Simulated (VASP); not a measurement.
# MgO (P6_3/mmc) in VASP: notebook

The runs below take MgO through single point, with r2SCAN.

All numbers are computed with VASP 6.6.1; they aren't measurements. Logs are shortened: lines on timing, memory, paths and dates and some standing lists are left out, and cuts for length are marked.

## Step 1: The cell of the first run

The structure is hexagonal, space group P6_3/mmc (No. 194). Conventional cell: a = 3.539 Å, b = 3.539 Å, c = 4.055 Å, α = 90.00°, β = 90.00°, γ = 120.00°. Within 2.7 Å of Mg (site symmetry -6m2) lie 5 O at 2.03 to 2.04 Å. Within 2.7 Å of O (site symmetry -6m2) lie 5 Mg at 2.03 to 2.04 Å.

## Step 2: Single point, r2SCAN

POSCAR reads:

```
MgO
1.0
    3.5386736700      0.0000000000      0.0000000000
   -1.7693368350      3.0645813800      0.0000000000
    0.0000000000      0.0000000000      4.0554645830
Mg O
2 2
Direct
    0.6666666667      0.3333333333      0.7500000000
    0.3333333333      0.6666666667      0.2500000000
    0.6666666667      0.3333333333      0.2500000000
    0.3333333333      0.6666666667      0.7500000000
```

INCAR.step1 reads:

```
PREC = Accurate ; ENCUT = 520
ISMEAR = -1 ; SIGMA = 0.02
LREAL = False ; LASPH = True
NELM = 60 ; NBANDS = 16
GGA = PE ; ALGO = Normal
EDIFF = 1E-4 ; LWAVE = True
LCHARG = False
```

INCAR.step2 reads:

```
PREC = Accurate ; ENCUT = 520
EDIFF = 1E-7 ; ISMEAR = -1
SIGMA = 0.02 ; LREAL = False
LASPH = True ; NELM = 60
ALGO = Normal ; ISIF = 2
LWAVE = False ; LCHARG = False
METAGGA = R2SCAN ; LMIXTAU = True
NBANDS = 16 ; ISTART = 1
```

KPOINTS reads:

```
regular mesh
0
Gamma
  6 6 6
```

Potentials or basis: VASP PAW PBE potentials, release 64 (Mg, O).

Started as:

```
$ cat potpaw_PBE.64/Mg/POTCAR potpaw_PBE.64/O/POTCAR > POTCAR
$ cp INCAR.step1 INCAR
$ mpirun -np 1 vasp_std > vasp.out
$ cp INCAR.step2 INCAR
$ mpirun -np 1 vasp_std > vasp.out
```

OUTCAR:

```text
PREC = Accurate
   ENCUT = 520
   EDIFF = 1E-7
   ISMEAR = -1
   LREAL = False
   LASPH = True
   NELM = 60
   ISIF = 2
   METAGGA = R2SCAN
   ISTART = 1

 ion  position               nearest neighbor table
   1  0.667  0.333  0.750-   3 2.03   3 2.03   4 2.04   4 2.04   4 2.04   2 2.88   2 2.88   2 2.88
                             2 2.88   2 2.88   2 2.88
   2  0.333  0.667  0.250-   4 2.03   4 2.03   3 2.04   3 2.04   3 2.04   1 2.88   1 2.88   1 2.88
                             1 2.88   1 2.88   1 2.88
   3  0.667  0.333  0.250-   1 2.03   1 2.03   2 2.04   2 2.04   2 2.04
   4  0.333  0.667  0.750-   2 2.03   2 2.03   1 2.04   1 2.04   1 2.04

  LATTYP: Found a hexagonal cell.
 ALAT       =     3.5386736700
 C/A-ratio  =     1.1460408507

  Lattice vectors:

 A1 = (   3.5386736700,   0.0000000000,   0.0000000000)
 A2 = (  -1.7693368350,   3.0645813800,   0.0000000000)
 A3 = (   0.0000000000,   0.0000000000,   4.0554645830)

Analysis of symmetry for initial positions (statically):
=====================================================================
 Subroutine PRICEL returns:
 Original cell was already a primitive cell.

 Routine SETGRP: Setting up the symmetry group for a
 hexagonal supercell.

 Subroutine GETGRP returns: Found 24 space group operations
 (whereof 12 operations were pure point group operations)
 out of a pool of 24 trial point group operations.

The static configuration has the point symmetry D_3d.
 The point group associated with its full space group is D_6h.

Analysis of symmetry for dynamics (positions and initial velocities):
=====================================================================
 Subroutine PRICEL returns:
 Original cell was already a primitive cell.

 Routine SETGRP: Setting up the symmetry group for a
 hexagonal supercell.

 Subroutine GETGRP returns: Found 24 space group operations
 (whereof 12 operations were pure point group operations)
 out of a pool of 24 trial point group operations.

The dynamic configuration has the point symmetry D_3d.
 The point group associated with its full space group is D_6h.

 Subroutine INISYM returns: Found 24 space group operations
 (whereof 12 operations are pure point group operations),
 and found     1 'primitive' translations

----------------------------------------------------------------------------------------

                                     Primitive cell

  volume of cell :      43.9797

  direct lattice vectors                    reciprocal lattice vectors
     3.538673670  0.000000000  0.000000000     0.282591754  0.163154421  0.000000000
    -1.769336835  3.064581380  0.000000000     0.000000000  0.326308842  0.000000000
     0.000000000  0.000000000  4.055464583     0.000000000  0.000000000  0.246580874

  length of vectors
     3.538673670  3.538673745  4.055464583     0.326308848  0.326308842  0.246580874

  position of ions in fractional coordinates (direct lattice)
     0.666666667  0.333333333  0.750000000
     0.333333333  0.666666667  0.250000000
     0.666666667  0.333333333  0.250000000
     0.333333333  0.666666667  0.750000000

  ion indices of the primitive-cell ions
   primitive index   ion index
                 1           1
                 2           2
                 3           3
                 4           4

----------------------------------------------------------------------------------------

 KPOINTS: regular mesh

Automatic generation of k-mesh.
 Grid dimensions read from file:
 generate k-points for:    6    6    6

 Generating k-lattice:

  Cartesian coordinates                     Fractional coordinates (reciprocal lattice)
     0.047098626  0.027192403  0.000000000     0.166666667  0.000000000  0.000000000
     0.000000000  0.054384807  0.000000000     0.000000000  0.166666667  0.000000000
     0.000000000  0.000000000  0.041096812     0.000000000  0.000000000  0.166666667

  Length of vectors
     0.054384808  0.054384807  0.041096812

  Shift w.r.t. Gamma in fractional coordinates (k-lattice)
     0.000000000  0.000000000  0.000000000

 Subroutine IBZKPT returns following result:
 ===========================================

 Found     28 irreducible k-points:

 Following reciprocal coordinates:
            Coordinates               Weight
  0.000000  0.000000  0.000000      1.000000
  0.166667 -0.000000  0.000000      6.000000
  0.333333 -0.000000  0.000000      6.000000
  0.500000 -0.000000  0.000000      3.000000
  0.166667  0.166667  0.000000      6.000000
  0.333333  0.166667  0.000000     12.000000
[... 16 lines left out ...]
  0.166667 -0.000000  0.500000      6.000000
  0.333333 -0.000000  0.500000      6.000000
 [... further k-points ...]
   k-points           NKPTS =     28   k-points in BZ     NKDIM =     28   number of bands    NBANDS=     16
   number of dos      NEDOS =    301   number of ions     NIONS =      4
   total plane-waves  NPLWV =  23520
   dimension x,y,z NGX =    28 NGY =   28 NGZ =   30
   dimension x,y,z NGXF=    56 NGYF=   56 NGZF=   60
   ions per type =               2   2
   NGX,Y,Z   is equivalent  to a cutoff of  13.15, 13.15, 12.30 a.u.
   NGXF,Y,Z  is equivalent  to a cutoff of  26.31, 26.31, 24.60 a.u.
 SYSTEM =  unknown system
   PREC   = accura    normal or accurate (medium, high low for compatibility)
   ISTART =      1    job   : 0-new  1-cont  2-samecut
   ICHARG =      0    charge: 1-file 2-atom 10-const
   ISPIN  =      1    spin polarized calculation?
   LNONCOLLINEAR =      F non collinear calculations
   LSORBIT =      F    spin-orbit coupling
   LASPH  =      T    aspherical Exc in radial PAW
   ENCUT  =  520.0 eV  38.22 Ry    6.18 a.u.   6.58  6.58  7.54*2*pi/ulx,y,z
   NELM   =     60;   NELMIN=  2; NELMDL=  0     # of ELM steps
   EDIFF  = 0.1E-06   stopping-criterion for ELM
   LREAL  =      F    real-space projection
   EDIFFG = 0.1E-05   stopping-criterion for IOM
   NSW    =      0    number of steps for IOM
   IBRION =     -1    ionic relax: 0-MD 1-quasi-New 2-CG
   NFREE  =      0    steps in history (QN), initial steepest desc. (CG)
   ISIF   =      2    stress and relaxation
   ISYM   =      2    0-nonsym 1-usesym 2-fastsym
   POTIM  = 0.5000    time-step for ionic-motion
   TEBEG  =    0.0;   TEEND  =   0.0 temperature during run
   PSTRESS=    0.0 pullay stress
   NELECT =      16.0000    total number of electrons
   NUPDOWN=      -1.0000    fix difference up-down
   EMIN   =  10.00;   EMAX   =-10.00  energy-range for DOS
   EFERMI =   0.00;   METHOD = LEGACY
   ISMEAR =    -1;   SIGMA  =   0.02  broadening in eV -4-tet -1-fermi 0-gaus
   EFERMI_NEDOS =   21; number of points for ismear=-14 and -15
   IALGO  =     38    algorithm
   IMIX   =      4    mixing-type and parameters
     AMIX     =   0.40;   BMIX     =  1.00
     AMIX_MAG =   1.60;   BMIX_MAG =  1.00
  volume/ion in A,a.u.               =      10.99        74.20
  Fermi-wavevector in a.u.,A,eV,Ry     =   1.168685  2.208494 18.583166  1.365824
  Thomas-Fermi vector in A             =   2.305168
   LORBIT       =      0    0 simple, 1 ext, 2 COOP (PROOUT), +10 PAW based schemes
   METAGGA = R2SCAN    functional components
   LHFCALC =     F    Hartree Fock is set to
   AEXX    =    0.0000 exact exchange contribution
   IVDW    =     0    specifies the selected vdW correction
   LEPSILON=     F    determine dielectric tensor
   LRPA    =     F    only Hartree local field effects (RPA)
 non-spin polarized calculation
  energy-cutoff  :      520.00
  volume of cell :       43.98
 maximum number of plane-waves:      1215
 NGX is ok and might be reduce to    28

 number of electron      15.9999990 magnetization

 Free energy of the ion-electron system (eV)
  ---------------------------------------------------
  ext. energy  EPLUGINS =         0.00000000
  ---------------------------------------------------
  free energy    TOTEN  =       -32.03180138 eV

  energy without entropy =      -32.03180138  energy(sigma->0) =      -32.03180138

 E-fermi :   1.9761     XC(G=0): -10.5486

 val. band max:        1.5060466486   @ k =   0.0000   0.0000   0.0000
 cond. band min:       5.6336289957   @ k =   0.0000   0.0000   0.0000
 fundamental gap:      4.1275823471
 Fermi energy:         1.9761454483

 k-point     1 :       0.0000    0.0000    0.0000
  band No.  band energies     occupation
      1     -16.3297      2.00000
      2     -14.8943      2.00000
      3      -2.0027      2.00000
      4      -0.2642      2.00000
      5      -0.2642      2.00000
      6       0.7964      2.00000
[... 8 lines left out ...]
     15      18.1895      0.00000
     16      18.3030      0.00000

 k-point     2 :       0.1667   -0.0000    0.0000
  band No.  band energies     occupation
      1     -16.2038      2.00000
      2     -14.9326      2.00000
      3      -1.8003      2.00000
      4      -0.6589      2.00000
      5      -0.4642      2.00000
      6       0.3151      2.00000
[... 8 lines left out ...]
     15      17.3309      0.00000
     16      17.5757      0.00000

 k-point     3 :       0.3333   -0.0000    0.0000
  band No.  band energies     occupation
      1     -15.8945      2.00000
      2     -15.0631      2.00000
      3      -1.5417      2.00000
      4      -1.2639      2.00000
      5      -0.7680      2.00000
      6      -0.1053      2.00000
[... 8 lines left out ...]
     15      16.4264      0.00000
     16      17.7278      0.00000

 k-point     4 :       0.5000   -0.0000    0.0000
  band No.  band energies     occupation
      1     -15.6627      2.00000
      2     -15.2041      2.00000
      3      -1.9486      2.00000
      4      -0.8944      2.00000
      5      -0.8061      2.00000
      6      -0.2325      2.00000
[... 8 lines left out ...]
     15      17.0784      0.00000
     16      17.9601      0.00000
[... 324 lines left out ...]
 k-point    22 :       0.0000    0.0000    0.5000
  band No.  band energies     occupation
      1     -15.5962      2.00000
      2     -15.5962      2.00000
      3      -0.8754      2.00000
      4      -0.8754      2.00000
      5       0.2442      2.00000
      6       0.2442      2.00000
[... 8 lines left out ...]
     15      19.3728      0.00000
     16      19.3728      0.00000

 k-point    23 :       0.1667   -0.0000    0.5000
  band No.  band energies     occupation
      1     -15.5365      2.00000
      2     -15.5365      2.00000
      3      -1.3727      2.00000
      4      -1.3727      2.00000
      5       0.1820      2.00000
      6       0.1820      2.00000
[... 8 lines left out ...]
     15      18.9460      0.00000
     16      18.9460      0.00000

 k-point    24 :       0.3333   -0.0000    0.5000
  band No.  band energies     occupation
      1     -15.4147      2.00000
      2     -15.4147      2.00000
      3      -2.0490      2.00000
      4      -2.0490      2.00000
      5       0.0619      2.00000
      6       0.0619      2.00000
[... 8 lines left out ...]
     15      18.0721      0.00000
     16      18.0721      0.00000

 [... further k-points ...]

------------------------ aborting loop because EDIFF is reached ----------------------------------------

  FORCE on cell =-STRESS in cart. coord.  units (eV):
  Direction    XX          YY          ZZ          XY          YZ          ZX
  --------------------------------------------------------------------------------------
  -------------------------------------------------------------------------------------
  Total       -0.7984282     -0.7984283      1.8007109      0.0000000      0.0000000      0.0000000
  in kB      -29.0866811    -29.0866827     65.5997667      0.0000000      0.0000000      0.0000000
  external PRESSURE =       2.4754676 kB  Pullay stress =       0.0000000 kB

 VOLUME and BASIS-vectors are now :
 -----------------------------------------------------------------------------
  energy-cutoff  :      520.00
  volume of cell :       43.98
      direct lattice vectors                 reciprocal lattice vectors
     3.538673670  0.000000000  0.000000000     0.282591754  0.163154421  0.000000000
    -1.769336835  3.064581380  0.000000000     0.000000000  0.326308842  0.000000000
     0.000000000  0.000000000  4.055464583     0.000000000  0.000000000  0.246580874

 POSITION                                       TOTAL-FORCE (eV/Angst)
 -----------------------------------------------------------------------------------
      1.76934      1.02153      3.04160        -0.000000      0.000000      0.000000
     -0.00000      2.04305      1.01387         0.000000     -0.000000      0.000000
      1.76934      1.02153      1.01387        -0.000000      0.000000      0.000000
     -0.00000      2.04305      3.04160         0.000000     -0.000000      0.000000
 -----------------------------------------------------------------------------------
    total drift:                                0.000000     -0.000000      0.000000

  FREE ENERGIE OF THE ION-ELECTRON SYSTEM (eV)
  ---------------------------------------------------
  free  energy   TOTEN  =       -32.0318013763 eV

  energy  without entropy=      -32.0318013763  energy(sigma->0) =      -32.03180138
```

Run time: 76 s. Hardware: 1 thread of Intel Xeon 6975P-C, shared host; peak memory 0.17 GiB.

What came out:

```
Free energy            : -32.0318 eV
Pressure               : 0.2 GPa
Band gap on the k mesh : 4.13 eV, direct
```

Stress tensor (GPa, compression positive):
```
-2.91  0.00  0.00
 0.00 -2.91  0.00
 0.00  0.00  6.56
```

Levels at points of the mesh, in eV from the valence-band top:
| k point | band 5 | band 6 | band 7 | band 8 | band 9 | band 10 | band 11 | band 12 |
| --- | --- | --- | --- | --- | --- | --- | --- | --- |
| (0.00, 0.00, 0.00) | -1.77 | -0.71 | -0.71 | 0.00 | 4.13 | 10.65 | 13.23 | 13.23 |
| (0.50, 0.00, 0.00) | -2.31 | -1.74 | -1.26 | -0.36 | 7.61 | 10.15 | 11.05 | 13.38 |
| (0.00, 0.00, 0.50) | -1.26 | -1.26 | -1.26 | -1.26 | 7.23 | 7.23 | 13.61 | 13.61 |
| (0.50, 0.00, 0.50) | -1.50 | -1.50 | -0.73 | -0.73 | 8.11 | 8.11 | 13.14 | 13.14 |

Caveat: the PAW data sets were made with another functional, which shifts forces and pressure a little. r2SCAN opens gaps a little over a GGA but as a rule still falls short of measured ones.

## Step 3: Single point, r2SCAN

This run uses another cell than the first one, of the same volume but with other edges.

POSCAR reads:

```
MgO
1.0
    3.5909693400      0.0000000000      0.0000000000
   -1.7954846700      3.1098707600      0.0000000000
    0.0000000000      0.0000000000      3.9382043548
Mg O
2 2
Direct
    0.6666666667      0.3333333333      0.7500000000
    0.3333333333      0.6666666667      0.2500000000
    0.6666666667      0.3333333333      0.2500000000
    0.3333333333      0.6666666667      0.7500000000
```

INCAR.step1 reads:

```
SYSTEM = MgO
  PREC = Accurate
  ENCUT = 520
  ISMEAR = -1
  SIGMA = 0.02
  LREAL = .FALSE.
  LASPH = .TRUE.
  NELM = 80
  NBANDS = 16
  GGA = PE
  ALGO = Normal
  EDIFF = 1E-4
  LWAVE = .TRUE.
  LCHARG = .FALSE.
```

INCAR.step2 reads:

```
SYSTEM = MgO
  PREC = Accurate
  ENCUT = 520
  EDIFF = 1E-6
  ISMEAR = -1
  SIGMA = 0.02
  LREAL = .FALSE.
  LASPH = .TRUE.
  NELM = 80
  ALGO = Normal
  ISIF = 2
  LWAVE = .FALSE.
  LCHARG = .TRUE.
  METAGGA = R2SCAN
  LMIXTAU = .TRUE.
  LELF = .TRUE.
  LVHAR = .TRUE.
  NBANDS = 16
  ISTART = 1
```

KPOINTS reads:

```
regular mesh
0
G
  6 6 6
  0 0 0
```

Potentials or basis: VASP PAW PBE potentials, release 64 (Mg, O).

Started as:

```
$ cat potpaw_PBE.64/Mg/POTCAR potpaw_PBE.64/O/POTCAR > POTCAR
$ cp INCAR.step1 INCAR
$ mpirun -np 1 vasp_std > vasp.out
$ cp INCAR.step2 INCAR
$ mpirun -np 1 vasp_std > vasp.out
```

Wall time 66 s (1 thread of Intel Xeon 6975P-C, shared host); peak memory 0.17 GiB.

The run converged. Its results:

* Free energy: -31.9121 eV
* Pressure: 2.4 GPa
* Band gap on the k mesh: 4.16 eV, direct

Stress tensor (GPa, compression positive):
```
-4.44  0.00  0.00
 0.00 -4.44  0.00
 0.00  0.00 16.22
```

Levels at points of the mesh, in eV from the valence-band top:
```tsv
k point	band 4	band 5	band 6	band 7	band 8	band 9	band 10	band 11	band 12	band 13
(0.00, 0.00, 0.00)	-1.77	-1.77	-0.59	-0.59	0.00	4.16	10.96	13.05	13.05	14.16
(0.50, 0.00, 0.00)	-2.41	-2.21	-1.53	-1.20	-0.19	7.57	10.27	11.48	13.49	14.23
(0.00, 0.00, 0.50)	-2.35	-1.21	-1.21	-1.21	-1.21	7.32	7.32	13.42	13.42	13.42
(0.50, 0.00, 0.50)	-3.77	-1.44	-1.44	-0.64	-0.64	8.19	8.19	13.21	13.21	15.00
```

Caveat: the PAW data sets were made with another functional, which shifts forces and pressure a little.
